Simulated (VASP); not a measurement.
Set up this calculation in VASP 6.6.1, as the native input.

```
Task                   : single point
Functional             : PBEsol
Potentials or basis    : VASP PAW PBE potentials, release 64 (Sb)
Cutoff                 : 520 eV
k mesh                 : 11 × 11 × 6
Occupations            : fermi-dirac, width 0.1 eV
Spin                   : no spin polarisation
Dipole correction      : no
Further INCAR settings : ALGO = Normal; EDIFF = 1e-07; NBANDS = 12
```

The structure of Sb lies in POSCAR:

```
Sb
1.0
    3.3151258720      0.0000000000      0.0000000000
   -1.6575629360      2.8709832219      0.0000000000
    0.0000000000      0.0000000000      5.4817690713
Sb
2
Direct
    0.3333333333      0.6666666667      0.2500000000
    0.6666666667      0.3333333333      0.7500000000
```

This isn't the form of Sb at room conditions, which is rhombohedral.

One way to write it, as run:

INCAR

```
SYSTEM = Sb
PREC = Accurate
ENCUT = 520
EDIFF = 1E-7
ISMEAR = -1
SIGMA = 0.1
LREAL = .FALSE.
LASPH = .TRUE.
NELM = 100
ALGO = Normal
ISIF = 2
LWAVE = .FALSE.
LCHARG = .FALSE.
GGA = PS
NBANDS = 12
```

KPOINTS

```
Automatic mesh
0
G
  11 11 6
  0 0 0
```

Potentials or basis: VASP PAW PBE potentials, release 64 (Sb).

Command:

```bash
$ cat potpaw_PBE.64/Sb/POTCAR > POTCAR
$ mpirun -np 1 vasp_std > vasp.out
```

It gave:

```json
{
 "Pressure": "0.0 GPa",
 "Band gap on the k mesh": "zero (bands 5 and 6 overlap by 7.63 eV)"
}
```

Caveat: the PAW data sets were made with another functional, which shifts forces and pressure a little; spin-orbit coupling is left out, which moves the levels of the heavy elements.

Run time: 21 s on 1 thread of AMD EPYC 9R45 96-Core Processor (Zen 5), on a shared host, peak memory 0.16 GiB.
